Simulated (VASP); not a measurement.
A run of VASP 6.6.1 is set up as follows.

The input INCAR:

```
  PREC = Accurate
  ENCUT = 520
  EDIFF = 1E-6
  ISMEAR = -1
  SIGMA = 0.06122561905347299
  LREAL = F
  LASPH = T
  NELM = 100
  ALGO = Normal
  ISIF = 2
  LWAVE = F
  LCHARG = F
  GGA = PE
  NBANDS = 24
```

The input KPOINTS:

```
regular mesh
0
Gamma
  13 13 13
```

Contents of POSCAR:

```
InO3
1.0
    4.2404344675      0.0000000000      0.0000000000
    0.0000000000      4.2404344675      0.0000000000
    0.0000000000      0.0000000000      4.2404344675
In O
1 3
Direct
    0.0000000000      0.0000000000      0.0000000000
    0.5000000000      0.0000000000      0.0000000000
    0.0000000000      0.5000000000      0.0000000000
    0.0000000000      0.0000000000      0.5000000000
```

Potentials or basis: VASP PAW PBE potentials, release 64 (In_d, O).

Command:

```bash
$ cat potpaw_PBE.64/In_d/POTCAR potpaw_PBE.64/O/POTCAR > POTCAR
$ mpirun -np 1 vasp_std > vasp.out
```

Problem. What does it give for the pressure?

Solution. -1.1 GPa.

Caveat: an odd number of electrons without spin polarisation forces a metal; a magnetic or distorted state may lie lower.
